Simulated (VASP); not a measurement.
# Ag (R-3m) in VASP: further runs

The runs below take Ag through single point, relaxation of shape and atoms at fixed volume, with PBE.

All numbers are computed with VASP 6.6.1; they aren't measurements. Logs are shortened: lines on timing, memory, paths and dates and some standing lists are left out, and cuts for length are marked.

**1. The cell of the first run**

The structure is trigonal, space group R-3m (No. 166). Conventional cell: a = 2.936 Å, b = 2.936 Å, c = 21.550 Å, α = 90.00°, β = 90.00°, γ = 120.00°. Within 3.9 Å of Ag (site symmetry -3m) lie 12 Ag at 2.93 to 2.94 Å. Ag (site symmetry 3m) has 12 Ag at 2.93 to 2.94 Å within 3.9 Å.

**2. Single point, PBE**

File INCAR:

```
SYSTEM = Ag
PREC = Accurate ; ENCUT = 520
EDIFF = 1E-6 ; ISMEAR = 0
SIGMA = 0.1 ; LREAL = .False.
LASPH = .True. ; NELM = 100
ALGO = Normal ; ISIF = 2
LWAVE = .False. ; LCHARG = .True.
GGA = PE ; LELF = .True.
LVHAR = .True. ; NBANDS = 24
ISYM = 0
```

File KPOINTS:

```
regular mesh
0
Gamma
  12 12 5
  0 0 0
```

File POSCAR:

```
Ag
1.0
    2.9355691563      0.0000000000      0.0000000000
   -1.4677845782      2.5422774640      0.0000000000
    1.4677845782      0.8474258213      7.1833202733
Ag
3
Direct
    0.0000000000      0.0000000000      0.0000000000
    0.4445852657      0.2222926329      0.3331221014
    0.5554147343      0.7777073671      0.6668778986
```

Potentials or basis: VASP PAW PBE potentials, release 64 (Ag).

Launch:

```bash
cat potpaw_PBE.64/Ag/POTCAR > POTCAR
mpirun -np 1 vasp_std > vasp.out
```

OUTCAR:

```text
SYSTEM = Ag
   PREC = Accurate
   ENCUT = 520
   EDIFF = 1E-6
   ISMEAR = 0
   LREAL = .False.
   LASPH = .True.
   NELM = 100
   ISIF = 2
   GGA = PE
   ISYM = 0

 ion  position               nearest neighbor table
   1  0.000  0.000  0.000-   2 2.93   3 2.93   3 2.93   2 2.93   2 2.93   3 2.93
   2  0.445  0.222  0.333-   1 2.93   1 2.93   1 2.93   3 2.94   3 2.94   3 2.94
   3  0.555  0.778  0.667-   1 2.93   1 2.93   1 2.93   2 2.94   2 2.94   2 2.94

IMPORTANT INFORMATION: All symmetrisations will be switched off!
NOSYMM: (Re-)initialisation of all symmetry stuff for point group C_1.

----------------------------------------------------------------------------------------

                                     Primitive cell

  volume of cell :      53.6093

  direct lattice vectors                    reciprocal lattice vectors
     2.935569156  0.000000000  0.000000000     0.340649444  0.196674048 -0.092807593
    -1.467784578  2.542277464  0.000000000     0.000000000  0.393348096 -0.046403797
     1.467784578  0.847425821  7.183320273     0.000000000  0.000000000  0.139211390

  length of vectors
     2.935569156  2.935569156  7.380556364     0.404148455  0.396075797  0.139211390

  position of ions in fractional coordinates (direct lattice)
     0.000000000  0.000000000  0.000000000
     0.444585266  0.222292633  0.333122101
     0.555414734  0.777707367  0.666877899

  ion indices of the primitive-cell ions
   primitive index   ion index
                 1           1
                 2           2
                 3           3

----------------------------------------------------------------------------------------

 KPOINTS: regular mesh

Automatic generation of k-mesh.
 Grid dimensions read from file:
 generate k-points for:   12   12    5

 Generating k-lattice:

  Cartesian coordinates                     Fractional coordinates (reciprocal lattice)
     0.028387454  0.016389504 -0.007733966     0.083333333 -0.000000000  0.000000000
     0.000000000  0.032779008 -0.003866983     0.000000000  0.083333333 -0.000000000
     0.000000000  0.000000000  0.027842278     0.000000000  0.000000000  0.200000000

  Length of vectors
     0.033679038  0.033006316  0.027842278

  Shift w.r.t. Gamma in fractional coordinates (k-lattice)
     0.000000000  0.000000000  0.000000000

 -----------------------------------------------------------------------------
|                                                                             |
|           W    W    AA    RRRRR   N    N  II  N    N   GGGG   !!!           |
|           W    W   A  A   R    R  NN   N  II  NN   N  G    G  !!!           |
|           W    W  A    A  R    R  N N  N  II  N N  N  G       !!!           |
|           W WW W  AAAAAA  RRRRR   N  N N  II  N  N N  G  GGG   !            |
|           WW  WW  A    A  R   R   N   NN  II  N   NN  G    G                |
|           W    W  A    A  R    R  N    N  II  N    N   GGGG   !!!           |
|                                                                             |
|     Your reciprocal lattice and k-lattice belong to different lattice       |
|     classes:                                                                |
|                                                                             |
|        The reciprocal lattice is rhombohedral (trigonal),                   |
|        whereas your k-lattice is base-centered monoclinic.                  |
|                                                                             |
|     Results are often still useful ...                                      |
|                                                                             |
 -----------------------------------------------------------------------------

 WARNING: IBZKPT: internal override: KBLOWUP is changed to .FALSE.
      ... skipping the blow-up phase ...

 Subroutine IBZKPT returns following result:
 ===========================================

 Found    362 irreducible k-points:

 Following reciprocal coordinates:
            Coordinates               Weight
  0.000000  0.000000  0.000000      1.000000
  0.083333 -0.000000 -0.000000      2.000000
  0.166667 -0.000000 -0.000000      2.000000
  0.250000  0.000000 -0.000000      2.000000
  0.333333  0.000000 -0.000000      2.000000
  0.416667 -0.000000 -0.000000      2.000000
[... 16 lines left out ...]
  0.250000  0.166667 -0.000000      2.000000
  0.333333  0.166667 -0.000000      2.000000
 [... further k-points ...]
   k-points           NKPTS =    362   k-points in BZ     NKDIM =    362   number of bands    NBANDS=     24
   number of dos      NEDOS =    301   number of ions     NIONS =      3
   total plane-waves  NPLWV =  32256
   dimension x,y,z NGX =    24 NGY =   24 NGZ =   56
   dimension x,y,z NGXF=    48 NGYF=   48 NGZF=  112
   ions per type =               3
   NGX,Y,Z   is equivalent  to a cutoff of  13.59, 13.59, 12.61 a.u.
   NGXF,Y,Z  is equivalent  to a cutoff of  27.18, 27.18, 25.23 a.u.
 SYSTEM =  Ag
   PREC   = accura    normal or accurate (medium, high low for compatibility)
   ISTART =      0    job   : 0-new  1-cont  2-samecut
   ICHARG =      2    charge: 1-file 2-atom 10-const
   ISPIN  =      1    spin polarized calculation?
   LNONCOLLINEAR =      F non collinear calculations
   LSORBIT =      F    spin-orbit coupling
   LASPH  =      T    aspherical Exc in radial PAW
   ENCUT  =  520.0 eV  38.22 Ry    6.18 a.u.   5.46  5.46 13.72*2*pi/ulx,y,z
   NELM   =    100;   NELMIN=  2; NELMDL= -5     # of ELM steps
   EDIFF  = 0.1E-05   stopping-criterion for ELM
   LREAL  =      F    real-space projection
   EDIFFG = 0.1E-04   stopping-criterion for IOM
   NSW    =      0    number of steps for IOM
   IBRION =     -1    ionic relax: 0-MD 1-quasi-New 2-CG
   NFREE  =      0    steps in history (QN), initial steepest desc. (CG)
   ISIF   =      2    stress and relaxation
   ISYM   =      0    0-nonsym 1-usesym 2-fastsym
   POTIM  = 0.5000    time-step for ionic-motion
   TEBEG  =    0.0;   TEEND  =   0.0 temperature during run
   PSTRESS=    0.0 pullay stress
   NELECT =      33.0000    total number of electrons
   NUPDOWN=      -1.0000    fix difference up-down
   EMIN   =  10.00;   EMAX   =-10.00  energy-range for DOS
   EFERMI =   0.00;   METHOD = LEGACY
   ISMEAR =     0;   SIGMA  =   0.10  broadening in eV -4-tet -1-fermi 0-gaus
   EFERMI_NEDOS =   21; number of points for ismear=-14 and -15
   IALGO  =     38    algorithm
   IMIX   =      4    mixing-type and parameters
     AMIX     =   0.40;   BMIX     =  1.00
     AMIX_MAG =   1.60;   BMIX_MAG =  1.00
  volume/ion in A,a.u.               =      17.87       120.59
  Fermi-wavevector in a.u.,A,eV,Ry     =   1.392620  2.631670 26.387011  1.939391
  Thomas-Fermi vector in A             =   2.516345
   LORBIT       =      0    0 simple, 1 ext, 2 COOP (PROOUT), +10 PAW based schemes
   GGA     = PE    functional components
   LHFCALC =     F    Hartree Fock is set to
   AEXX    =    0.0000 exact exchange contribution
   IVDW    =     0    specifies the selected vdW correction
   LEPSILON=     F    determine dielectric tensor
   LRPA    =     F    only Hartree local field effects (RPA)
 non-spin polarized calculation
 Gauss-broadening in eV      SIGMA  =   0.10
  energy-cutoff  :      520.00
  volume of cell :       53.61
 maximum number of plane-waves:      1479
 NGX is ok and might be reduce to    24
   NGX = 11   NGY = 11   NGZ = 27

 number of electron      33.0000001 magnetization

 Free energy of the ion-electron system (eV)
  ---------------------------------------------------
  ext. energy  EPLUGINS =         0.00000000
  ---------------------------------------------------
  free energy    TOTEN  =        -8.13610855 eV

  energy without entropy =       -8.13096480  energy(sigma->0) =       -8.13353667

 E-fermi :   7.7396     XC(G=0): -11.9300

 val. band max:        7.7359933157   @ k =   0.4167   0.5000   0.4000
 cond. band min:       7.7544201960   @ k =   0.5000   0.0833  -0.0000
 fundamental gap:      0.0184268803
 Fermi energy:         7.7396172686

 k-point     1 :       0.0000    0.0000    0.0000
  band No.  band energies     occupation
      1       0.3660      2.00000
      2       1.8000      2.00000
      3       1.8083      2.00000
      4       3.1446      2.00000
      5       3.1456      2.00000
      6       3.1575      2.00000
[... 16 lines left out ...]
     23      24.7038      0.00000
     24      25.7719      0.00000

 k-point     2 :       0.0833   -0.0000   -0.0000
  band No.  band energies     occupation
      1       0.5609      2.00000
      2       1.9116      2.00000
      3       1.9477      2.00000
      4       3.0707      2.00000
      5       3.1005      2.00000
      6       3.2220      2.00000
[... 16 lines left out ...]
     23      24.2272      0.00000
     24      24.5429      0.00000

 k-point     3 :       0.1667   -0.0000   -0.0000
  band No.  band energies     occupation
      1       1.1024      2.00000
      2       2.1361      2.00000
      3       2.3127      2.00000
      4       2.8755      2.00000
      5       2.9380      2.00000
      6       3.0716      2.00000
[... 16 lines left out ...]
     23      22.6841      0.00000
     24      23.8883      0.00000

 k-point     4 :       0.2500    0.0000   -0.0000
  band No.  band energies     occupation
      1       1.7600      2.00000
      2       2.1548      2.00000
      3       2.4083      2.00000
      4       2.6758      2.00000
      5       2.7237      2.00000
      6       2.9906      2.00000
[... 16 lines left out ...]
     23      20.9385      0.00000
     24      22.8844      0.00000

 k-point     5 :       0.3333    0.0000   -0.0000
  band No.  band energies     occupation
      1       1.9318      2.00000
      2       1.9678      2.00000
      3       2.1808      2.00000
      4       2.4141      2.00000
      5       2.7326      2.00000
      6       2.9664      2.00000
[... 16 lines left out ...]
     23      19.8573      0.00000
     24      20.9255      0.00000

 k-point     6 :       0.4167   -0.0000   -0.0000
  band No.  band energies     occupation
      1       1.7525      2.00000
      2       1.8086      2.00000
      3       2.0914      2.00000
      4       2.2107      2.00000
      5       2.7278      2.00000
      6       2.8896      2.00000
[... 16 lines left out ...]
     23      18.5517      0.00000
     24      19.4808      0.00000
[... 379 lines left out ...]
 k-point    21 :       0.0833    0.1667   -0.0000
  band No.  band energies     occupation
      1       1.5347      2.00000
      2       2.3808      2.00000
      3       2.4326      2.00000
      4       2.6243      2.00000
      5       2.8390      2.00000
      6       2.9449      2.00000
[... 16 lines left out ...]
     23      20.7295      0.00000
     24      21.0316      0.00000

 k-point    22 :       0.1667    0.1667   -0.0000
  band No.  band energies     occupation
      1       2.1106      2.00000
      2       2.3570      2.00000
      3       2.4525      2.00000
      4       2.6147      2.00000
      5       2.8204      2.00000
      6       2.8554      2.00000
[... 16 lines left out ...]
     23      19.0449      0.00000
     24      19.5264      0.00000

 k-point    23 :       0.2500    0.1667   -0.0000
  band No.  band energies     occupation
      1       2.1542      2.00000
      2       2.2813      2.00000
      3       2.3468      2.00000
      4       2.5032      2.00000
      5       2.8051      2.00000
      6       3.0018      2.00000
[... 16 lines left out ...]
     23      18.8619      0.00000
     24      19.9186      0.00000

 k-point    24 :       0.3333    0.1667   -0.0000
  band No.  band energies     occupation
      1       1.9875      2.00000
      2       2.1461      2.00000
      3       2.2658      2.00000
      4       2.4444      2.00000
      5       2.8454      2.00000
      6       2.9496      2.00000
[... 16 lines left out ...]
     23      17.9348      0.00000
     24      18.5713      0.00000

 [... further k-points ...]

------------------------ aborting loop because EDIFF is reached ----------------------------------------

  FORCE on cell =-STRESS in cart. coord.  units (eV):
  Direction    XX          YY          ZZ          XY          YZ          ZX
  --------------------------------------------------------------------------------------
  -------------------------------------------------------------------------------------
  Total        0.0594170      0.0774659     -0.0911553     -0.0156456     -0.0499569     -0.0865291
  in kB        1.7757461      2.3151593     -2.7242818     -0.4675863     -1.4930194     -2.5860219
  external PRESSURE =       0.4555412 kB  Pullay stress =       0.0000000 kB

 VOLUME and BASIS-vectors are now :
 -----------------------------------------------------------------------------
  energy-cutoff  :      520.00
  volume of cell :       53.61
      direct lattice vectors                 reciprocal lattice vectors
     2.935569156  0.000000000  0.000000000     0.340649444  0.196674048 -0.092807593
    -1.467784578  2.542277464  0.000000000     0.000000000  0.393348096 -0.046403797
     1.467784578  0.847425821  7.183320273     0.000000000  0.000000000  0.139211390

 POSITION                                       TOTAL-FORCE (eV/Angst)
 -----------------------------------------------------------------------------------
      0.00000      0.00000      0.00000         0.000000      0.000000      0.000000
      1.46778      0.84743      2.39292         0.001654      0.000955      0.004092
      1.46778      2.54228      4.79040        -0.001654     -0.000955     -0.004092
 -----------------------------------------------------------------------------------
    total drift:                                0.000000     -0.000000      0.000000

  FREE ENERGIE OF THE ION-ELECTRON SYSTEM (eV)
  ---------------------------------------------------
  free  energy   TOTEN  =        -8.1361085501 eV

  energy  without entropy=       -8.1309647996  energy(sigma->0) =       -8.13353667
```

It took 5.7 min on 1 thread of Intel Xeon 8259CL, shared host; peak memory 0.45 GiB.

What came out:

- Free energy: -8.1361 eV
- Pressure: 0.0 GPa
- Largest force: 0.005 eV/Å
- Band gap on the k mesh: zero (an odd number of electrons rules out a gap without spin polarisation)

Forces on the atoms (eV/Å):
```
Ag   0.000  0.000  0.000
Ag   0.002  0.001  0.004
Ag  -0.002 -0.001 -0.004
```

Stress tensor (GPa, compression positive):
```
 0.18 -0.05 -0.26
-0.05  0.23 -0.15
-0.26 -0.15 -0.27
```

Levels at points of the mesh, in eV from the Fermi level:
```csv
k point,band 15,band 16,band 17,band 18,band 19,band 20
"(0.00, 0.00, 0.00)",-3.12,-3.12,-3.11,-3.10,7.74,7.76
"(0.50, 0.00, 0.00)",-2.76,0.37,0.59,1.53,3.92,5.86
"(0.00, 0.50, 0.00)",-2.79,0.04,1.29,1.29,4.75,4.97
"(0.50, 0.50, 0.00)",-2.79,0.04,1.29,1.29,4.75,4.97
```

**3. Relaxation of shape and atoms at fixed volume, PBE (16.26 Å³/atom)**

This run uses another cell than the first one, of 16.26 Å³/atom.

File INCAR:

```
SYSTEM = Ag
  PREC = Accurate
  ENCUT = 600
  EDIFF = 1E-7
  ISMEAR = 0
  SIGMA = 0.1
  LREAL = .FALSE.
  LASPH = .TRUE.
  NELM = 80
  ALGO = Fast
  ISIF = 4
  LWAVE = .FALSE.
  LCHARG = .FALSE.
  GGA = PE
  IBRION = 2
  NSW = 50
  EDIFFG = -0.01
```

File KPOINTS:

```
regular mesh
0
G
  18 18 18
  0 0 0
```

File POSCAR:

```
Ag
1.0
    1.4223597397      0.8211997786      6.9610116536
   -1.4223597397      0.8211997786      6.9610116536
    0.0000000000     -1.6423995572      6.9610116536
Ag
3
Direct
    0.0000000000      0.0000000000      0.0000000000
    0.7777073670      0.7777073670      0.7777073670
    0.2222926330      0.2222926330      0.2222926330
```

Potentials or basis: VASP PAW PBE potentials, release 64 (Ag).

Launch:

```bash
cat potpaw_PBE.64/Ag/POTCAR > POTCAR
mpirun -np 1 vasp_std > vasp.out
```

Wall time 84 min (1 thread of Oxide Virtual Turin-like, shared host); peak memory 0.88 GiB.

Results (log left out):

| Property | Result |
| --- | --- |
| Free energy | -8.0002 eV |
| Pressure after relaxing | 10.9 GPa |
| Band gap on the k mesh | zero (an odd number of electrons rules out a gap without spin polarisation) |

Final structure:
```
Ag
1.0
     1.42236    0.82120    6.96101
    -1.42236    0.82120    6.96101
     0.00000   -1.64240    6.96101
Ag
3
Direct
  0.00000 0.00000 0.00000
  0.77771 0.77771 0.77771
  0.22229 0.22229 0.22229
```

Levels at points of the mesh, in eV from the Fermi level:
```
           k point  band 14  band 15  band 16  band 17  band 18  band 19  band 20
(0.00, 0.00, 0.00)    -3.47    -3.38    -3.38    -3.25    -3.25     8.31     8.33
(0.50, 0.00, 0.00)    -2.87    -2.87    -0.14     1.20     1.39     5.25     5.37
(0.50, 0.50, 0.00)    -2.88    -2.83     0.13     0.54     1.65     4.40     6.25
(0.50, 0.50, 0.50)    -3.74    -3.74    -3.08    -3.08    -0.52     3.89    14.38
```

Caveat: the relaxation stopped at its first step, so nothing moved.

**4. Relaxation of shape and atoms at fixed volume, PBE (18.41 Å³/atom)**

This run uses another cell than the first one, of 18.41 Å³/atom.

File INCAR:

```
PREC = Accurate
ENCUT = 600
EDIFF = 1E-7
ISMEAR = 0
SIGMA = 0.1
LREAL = False
LASPH = True
NELM = 100
ALGO = Fast
ISIF = 4
LWAVE = False
LCHARG = False
GGA = PE
IBRION = 2
NSW = 50
EDIFFG = -0.01
```

File KPOINTS:

```
regular mesh
0
Gamma
  18 18 18
```

File POSCAR:

```
Ag
1.0
    1.4823180435      0.8558167214      7.2544468796
   -1.4823180435      0.8558167214      7.2544468796
    0.0000000000     -1.7116334429      7.2544468796
Ag
3
Direct
    0.0000000000      0.0000000000      0.0000000000
    0.7777073670      0.7777073670      0.7777073670
    0.2222926330      0.2222926330      0.2222926330
```

Launch:

```bash
cat potpaw_PBE.64/Ag/POTCAR > POTCAR
mpirun -np 1 vasp_std > vasp.out
```

It took 84 min on 1 thread of Oxide Virtual Turin-like, shared host; peak memory 0.92 GiB.

The run converged. Its results:

```
Free energy             : -8.1352 eV
Pressure after relaxing : -2.5 GPa
Band gap on the k mesh  : zero (an odd number of electrons rules out a gap without spin polarisation)
```

Final structure:
```yaml
crystal:
  lattice:
    - [1.48232, 0.85582, 7.25445]
    - [-1.48232, 0.85582, 7.25445]
    - [0.00000, -1.71163, 7.25445]
  atoms:
    - { symbol: Ag, position: [0.00000, 0.00000, 0.00000] }
    - { symbol: Ag, position: [0.77771, 0.77771, 0.77771] }
    - { symbol: Ag, position: [0.22229, 0.22229, 0.22229] }
```

Levels at points of the mesh, in eV from the Fermi level:
| k point | band 14 | band 15 | band 16 | band 17 | band 18 | band 19 | band 20 |
| --- | --- | --- | --- | --- | --- | --- | --- |
| (0.00, 0.00, 0.00) | -3.27 | -3.17 | -3.17 | -3.09 | -3.08 | 7.49 | 7.51 |
| (0.50, 0.00, 0.00) | -2.87 | -2.86 | 0.01 | 1.18 | 1.24 | 4.52 | 4.78 |
| (0.50, 0.50, 0.00) | -2.87 | -2.83 | 0.36 | 0.52 | 1.42 | 3.70 | 5.66 |
| (0.50, 0.50, 0.50) | -3.56 | -3.56 | -3.03 | -3.03 | -0.20 | 3.19 | 13.66 |

Caveat: the relaxation stopped at its first step, so nothing moved.

**5. Overview**

```tsv
task	cell	k mesh	cutoff (eV)	gap on the mesh (eV)	pressure (GPa)
single point	a = 2.936, b = 2.936, c = 7.381 Å, angles 90.0, 78.5, 120.0°, 3 atoms, atomic positions A	12 × 12 × 5	520	none	0.0
relaxation of shape and atoms at fixed volume	relaxed from a = 7.152 Å, angles 22.9°, 3 atoms, atomic positions B	18 × 18 × 18	600	none	10.9
relaxation of shape and atoms at fixed volume	relaxed from a = 7.454 Å, angles 22.9°, 3 atoms, atomic positions B	18 × 18 × 18	600	none	-2.5
```

Alike in all rows: level PBE; potentials or basis VASP PAW PBE potentials, release 64 (Ag); no spin polarisation; smearing gaussian 0.1 eV.

Caveats: the relaxation stopped at its first step, so nothing moved (at least some runs).

Total energies depend on the potentials used, so only differences within one code and one set of settings carry meaning.
